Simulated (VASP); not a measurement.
# Mg7Se (P-6m2) in VASP: single point with PBE

Aim: the single point of Mg7Se with PBE.

Everything below comes from runs of VASP 6.6.1. Logs are shortened: lines on timing, memory, paths and dates and some standing lists are left out, and cuts for length are marked.

## 1. The cell of the first run

The structure is hexagonal, space group P-6m2 (No. 187). Conventional cell: a = 6.161 Å, b = 6.161 Å, c = 5.448 Å, α = 90.00°, β = 90.00°, γ = 120.00°. Mg (site symmetry mm2) has 10 Mg at 3.06 to 3.26 Å and 2 Se at 3.08 Å within 4.0 Å. Mg (site symmetry mm2) has 10 Mg at 3.06 to 3.26 Å and 2 Se at 3.25 Å within 4.0 Å. Mg (site symmetry -6m2) has 12 Mg at 3.08 to 3.25 Å within 4.1 Å. Se (site symmetry -6m2) has 12 Mg at 3.08 to 3.25 Å within 4.1 Å.

## 2. Single point, PBE

Input file INCAR:

```
SYSTEM = Mg7Se
PREC = Accurate ; ENCUT = 520
EDIFF = 1E-7 ; ISMEAR = 0
SIGMA = 0.2 ; LREAL = .False.
LASPH = .True. ; NELM = 60
ALGO = Normal ; ISIF = 2
LWAVE = .False. ; LCHARG = .False.
GGA = PE ; NBANDS = 20
```

Input file KPOINTS:

```
regular mesh
0
Gamma
  3 3 4
  0 0 0
```

Input file POSCAR:

```
Mg7Se
1.0
    6.1605334859      0.0000000000      0.0000000000
   -3.0802667429      5.3351784996      0.0000000000
    0.0000000000      0.0000000000      5.4475963592
Mg Se
7 1
Direct
    0.5013131435      0.0026262870      0.0000000000
    0.6684344890      0.8342172445      0.5000000000
    0.6666666667      0.3333333333      0.5000000000
    0.1657827555      0.8342172445      0.5000000000
   -0.0026262870      0.4986868565      0.0000000000
    0.5013131435      0.4986868565      0.0000000000
    0.1657827555      0.3315655110      0.5000000000
    0.0000000000      0.0000000000      0.0000000000
```

Potentials or basis: VASP PAW PBE potentials, release 64 (Mg, Se).

Command:

```console
> cat potpaw_PBE.64/Mg/POTCAR potpaw_PBE.64/Se/POTCAR > POTCAR
> mpirun -np 1 vasp_std > vasp.out
```

OUTCAR:

```text
SYSTEM = Mg7Se
   PREC = Accurate
   ENCUT = 520
   EDIFF = 1E-7
   ISMEAR = 0
   LREAL = .False.
   LASPH = .True.
   NELM = 60
   ISIF = 2
   GGA = PE

 ion  position               nearest neighbor table
   1  0.501  0.003  0.000-   6 3.06   5 3.06   8 3.08   8 3.08   6 3.10   5 3.10   3 3.25   3 3.25
                             2 3.26   2 3.26   4 3.26   4 3.26
   2  0.668  0.834  0.500-   7 3.06   4 3.06   3 3.08   3 3.08   7 3.10   4 3.10   6 3.26   6 3.26
                             1 3.26   1 3.26
   3  0.667  0.333  0.500-   2 3.08   7 3.08   4 3.08   4 3.08   2 3.08   7 3.08   1 3.25   1 3.25
                             5 3.25   5 3.25   6 3.25   6 3.25
   4  0.166  0.834  0.500-   7 3.06   2 3.06   3 3.08   3 3.08   7 3.10   2 3.10   5 3.26   5 3.26
                             1 3.26   1 3.26
   5  0.997  0.499  0.000-   1 3.06   6 3.06   8 3.08   8 3.08   1 3.10   6 3.10   3 3.25   3 3.25
                             4 3.26   4 3.26   7 3.26   7 3.26
   6  0.501  0.499  0.000-   1 3.06   5 3.06   8 3.08   8 3.08   1 3.10   5 3.10   3 3.25   3 3.25
                             2 3.26   2 3.26   7 3.26   7 3.26
   7  0.166  0.332  0.500-   4 3.06   2 3.06   3 3.08   3 3.08   4 3.10   2 3.10   5 3.26   5 3.26
                             6 3.26   6 3.26
   8  0.000  0.000  0.000-   5 3.08   5 3.08   6 3.08   6 3.08   1 3.08   1 3.08

  LATTYP: Found a hexagonal cell.
 ALAT       =     6.1605334859
 C/A-ratio  =     0.8842734759

  Lattice vectors:

 A1 = (   6.1605334859,   0.0000000000,   0.0000000000)
 A2 = (  -3.0802667429,   5.3351784996,   0.0000000000)
 A3 = (   0.0000000000,   0.0000000000,   5.4475963592)

Analysis of symmetry for initial positions (statically):
=====================================================================
 Subroutine PRICEL returns:
 Original cell was already a primitive cell.

 Routine SETGRP: Setting up the symmetry group for a
 hexagonal supercell.

 Subroutine GETGRP returns: Found 12 space group operations
 (whereof 12 operations were pure point group operations)
 out of a pool of 24 trial point group operations.

The static configuration has the point symmetry D_3h.

Analysis of symmetry for dynamics (positions and initial velocities):
=====================================================================
 Subroutine PRICEL returns:
 Original cell was already a primitive cell.

 Routine SETGRP: Setting up the symmetry group for a
 hexagonal supercell.

 Subroutine GETGRP returns: Found 12 space group operations
 (whereof 12 operations were pure point group operations)
 out of a pool of 24 trial point group operations.

The dynamic configuration has the point symmetry D_3h.

 Subroutine INISYM returns: Found 12 space group operations
 (whereof 12 operations are pure point group operations),
 and found     1 'primitive' translations

----------------------------------------------------------------------------------------

                                     Primitive cell

  volume of cell :     179.0491

  direct lattice vectors                    reciprocal lattice vectors
     6.160533486  0.000000000  0.000000000     0.162323604  0.093717577  0.000000000
    -3.080266743  5.335178500  0.000000000     0.000000000  0.187435153  0.000000000
     0.000000000  0.000000000  5.447596359     0.000000000  0.000000000  0.183567198

  length of vectors
     6.160533486  6.160533486  5.447596359     0.187435153  0.187435153  0.183567198

  position of ions in fractional coordinates (direct lattice)
     0.501313143  0.002626287  0.000000000
     0.668434489  0.834217245  0.500000000
     0.666666667  0.333333333  0.500000000
     0.165782755  0.834217245  0.500000000
     0.997373713  0.498686857  0.000000000
     0.501313143  0.498686857  0.000000000
     0.165782755  0.331565511  0.500000000
     0.000000000  0.000000000  0.000000000

  ion indices of the primitive-cell ions
   primitive index   ion index
                 1           1
                 2           2
                 3           3
                 4           4
                 5           5
                 6           6
                 7           7
                 8           8

----------------------------------------------------------------------------------------

 KPOINTS: regular mesh

Automatic generation of k-mesh.
 Grid dimensions read from file:
 generate k-points for:    3    3    4

 Generating k-lattice:

  Cartesian coordinates                     Fractional coordinates (reciprocal lattice)
     0.054107868  0.031239192  0.000000000     0.333333333 -0.000000000  0.000000000
     0.000000000  0.062478384  0.000000000     0.000000000  0.333333333  0.000000000
     0.000000000  0.000000000  0.045891800     0.000000000  0.000000000  0.250000000

  Length of vectors
     0.062478384  0.062478384  0.045891800

  Shift w.r.t. Gamma in fractional coordinates (k-lattice)
     0.000000000  0.000000000  0.000000000

 Subroutine IBZKPT returns following result:
 ===========================================

 Found      9 irreducible k-points:

 Following reciprocal coordinates:
            Coordinates               Weight
  0.000000  0.000000  0.000000      1.000000
  0.333333  0.000000  0.000000      6.000000
  0.333333  0.333333  0.000000      2.000000
  0.000000  0.000000  0.250000      2.000000
  0.333333  0.000000  0.250000     12.000000
  0.333333  0.333333  0.250000      4.000000
  0.000000  0.000000  0.500000      1.000000
  0.333333  0.000000  0.500000      6.000000
  0.333333  0.333333  0.500000      2.000000
   k-points           NKPTS =      9   k-points in BZ     NKDIM =      9   number of bands    NBANDS=     20
   number of dos      NEDOS =    301   number of ions     NIONS =      8
   total plane-waves  NPLWV =  96768
   dimension x,y,z NGX =    48 NGY =   48 NGZ =   42
   dimension x,y,z NGXF=    96 NGYF=   96 NGZF=   84
   ions per type =               7   1
   NGX,Y,Z   is equivalent  to a cutoff of  12.95, 12.95, 12.82 a.u.
   NGXF,Y,Z  is equivalent  to a cutoff of  25.91, 25.91, 25.63 a.u.
 SYSTEM =  Mg7Se
   PREC   = accura    normal or accurate (medium, high low for compatibility)
   ISTART =      0    job   : 0-new  1-cont  2-samecut
   ICHARG =      2    charge: 1-file 2-atom 10-const
   ISPIN  =      1    spin polarized calculation?
   LNONCOLLINEAR =      F non collinear calculations
   LSORBIT =      F    spin-orbit coupling
   LASPH  =      T    aspherical Exc in radial PAW
   ENCUT  =  520.0 eV  38.22 Ry    6.18 a.u.  11.45 11.45 10.13*2*pi/ulx,y,z
   NELM   =     60;   NELMIN=  2; NELMDL= -5     # of ELM steps
   EDIFF  = 0.1E-06   stopping-criterion for ELM
   LREAL  =      F    real-space projection
   EDIFFG = 0.1E-05   stopping-criterion for IOM
   NSW    =      0    number of steps for IOM
   IBRION =     -1    ionic relax: 0-MD 1-quasi-New 2-CG
   NFREE  =      0    steps in history (QN), initial steepest desc. (CG)
   ISIF   =      2    stress and relaxation
   ISYM   =      2    0-nonsym 1-usesym 2-fastsym
   POTIM  = 0.5000    time-step for ionic-motion
   TEBEG  =    0.0;   TEEND  =   0.0 temperature during run
   PSTRESS=    0.0 pullay stress
   NELECT =      20.0000    total number of electrons
   NUPDOWN=      -1.0000    fix difference up-down
   EMIN   =  10.00;   EMAX   =-10.00  energy-range for DOS
   EFERMI =   0.00;   METHOD = LEGACY
   ISMEAR =     0;   SIGMA  =   0.20  broadening in eV -4-tet -1-fermi 0-gaus
   EFERMI_NEDOS =   21; number of points for ismear=-14 and -15
   IALGO  =     38    algorithm
   IMIX   =      4    mixing-type and parameters
     AMIX     =   0.40;   BMIX     =  1.00
     AMIX_MAG =   1.60;   BMIX_MAG =  1.00
  volume/ion in A,a.u.               =      22.38       151.04
  Fermi-wavevector in a.u.,A,eV,Ry     =   0.788426  1.489909  8.457586  0.621615
  Thomas-Fermi vector in A             =   1.893365
   LORBIT       =      0    0 simple, 1 ext, 2 COOP (PROOUT), +10 PAW based schemes
   GGA     = PE    functional components
   LHFCALC =     F    Hartree Fock is set to
   AEXX    =    0.0000 exact exchange contribution
   IVDW    =     0    specifies the selected vdW correction
   LEPSILON=     F    determine dielectric tensor
   LRPA    =     F    only Hartree local field effects (RPA)
 non-spin polarized calculation
 Gauss-broadening in eV      SIGMA  =   0.20
  energy-cutoff  :      520.00
  volume of cell :      179.05
 maximum number of plane-waves:      4836
 NGX is ok and might be reduce to    48
   NGX = 23   NGY = 23   NGZ = 21

 number of electron      20.0000001 magnetization

 Free energy of the ion-electron system (eV)
  ---------------------------------------------------
  ext. energy  EPLUGINS =         0.00000000
  ---------------------------------------------------
  free energy    TOTEN  =       -15.23116847 eV

  energy without entropy =      -15.21156608  energy(sigma->0) =      -15.22136728

 E-fermi :   3.2486     XC(G=0):  -8.7362

 val. band max:        2.8940747528   @ k =   0.0000   0.0000   0.2500
 cond. band min:       3.2829858071   @ k =   0.0000   0.0000   0.2500
 fundamental gap:      0.3889110544
 Fermi energy:         3.2485976487

 k-point     1 :       0.0000    0.0000    0.0000
  band No.  band energies     occupation
      1     -10.1560      2.00000
      2      -2.9552      2.00000
      3      -1.1019      2.00000
      4      -1.1019      2.00000
      5      -0.7604      2.00000
      6       1.0832      2.00000
[... 12 lines left out ...]
     19       6.1400      0.00000
     20       6.3387      0.00000

 k-point     2 :       0.3333    0.0000    0.0000
  band No.  band energies     occupation
      1     -10.1299      2.00000
      2      -3.0486      2.00000
      3      -1.4074      2.00000
      4      -1.3468      2.00000
      5      -0.5713      2.00000
      6       0.2030      2.00000
[... 12 lines left out ...]
     19       7.2231      0.00000
     20       7.4714      0.00000
[... 120 lines left out ...]
      3      -2.1400      2.00000
      4      -1.0750      2.00000
      5      -0.8037      2.00000
      6       0.0758      2.00000
[... 12 lines left out ...]
     19       7.8848      0.00000
     20       7.9503      0.00000

 k-point     9 :       0.3333    0.3333    0.5000
  band No.  band energies     occupation
      1     -10.0796      2.00000
      2      -2.0295      2.00000
      3      -1.9457      2.00000
      4      -1.9345      2.00000
      5      -0.9447      2.00000
      6      -0.9338      2.00000
[... 12 lines left out ...]
     19       8.1155      0.00000
     20       8.2458      0.00000

------------------------ aborting loop because EDIFF is reached ----------------------------------------

  FORCE on cell =-STRESS in cart. coord.  units (eV):
  Direction    XX          YY          ZZ          XY          YZ          ZX
  --------------------------------------------------------------------------------------
  -------------------------------------------------------------------------------------
  Total       -0.1294634     -0.1294634      0.0401737     -0.0000000     -0.0000000      0.0000000
  in kB       -1.1584719     -1.1584719      0.3594843     -0.0000000     -0.0000000      0.0000000
  external PRESSURE =      -0.6524865 kB  Pullay stress =       0.0000000 kB

 VOLUME and BASIS-vectors are now :
 -----------------------------------------------------------------------------
  energy-cutoff  :      520.00
  volume of cell :      179.05
      direct lattice vectors                 reciprocal lattice vectors
     6.160533486  0.000000000  0.000000000     0.162323604  0.093717577  0.000000000
    -3.080266743  5.335178500  0.000000000     0.000000000  0.187435153  0.000000000
     0.000000000  0.000000000  5.447596359     0.000000000  0.000000000  0.183567198

 POSITION                                       TOTAL-FORCE (eV/Angst)
 -----------------------------------------------------------------------------------
      3.08027      0.01401      0.00000        -0.000000     -0.001847     -0.000000
      1.54830      4.45070      2.72380        -0.004607     -0.002660     -0.000000
      3.08027      1.77839      2.72380         0.000000      0.000000      0.000000
     -1.54830      4.45070      2.72380         0.004607     -0.002660     -0.000000
      4.60827      2.66058      0.00000         0.001600      0.000924     -0.000000
      1.55227      2.66058      0.00000        -0.001600      0.000924     -0.000000
      0.00000      1.76896      2.72380         0.000000      0.005319      0.000000
      0.00000      0.00000      0.00000         0.000000      0.000000      0.000000
 -----------------------------------------------------------------------------------
    total drift:                               -0.000000      0.000000      0.000000

  FREE ENERGIE OF THE ION-ELECTRON SYSTEM (eV)
  ---------------------------------------------------
  free  energy   TOTEN  =       -15.2311684705 eV

  energy  without entropy=      -15.2115660817  energy(sigma->0) =      -15.22136728
```

It took 32 s on 1 thread of Intel Xeon 6975P-C (Granite Rapids), shared host; peak memory 0.29 GiB.

Results:

| Quantity | Value |
| --- | --- |
| Free energy | -15.2312 eV |
| Pressure | -0.1 GPa |
| Largest force | 0.005 eV/Å |
| Band gap on the k mesh | zero (band 10 reaches 3.52 eV, above the bottom of band 11 at 2.77 eV) |

Forces in eV/Å, atoms in the order of the input:
```
Mg   0.000 -0.002  0.000
Mg  -0.005 -0.003  0.000
Mg   0.000  0.000  0.000
Mg   0.005 -0.003  0.000
Mg   0.002  0.001  0.000
Mg  -0.002  0.001  0.000
Mg   0.000  0.005  0.000
Se   0.000  0.000  0.000
```

Caveat: the k points lie up to 0.39 Å⁻¹ apart.
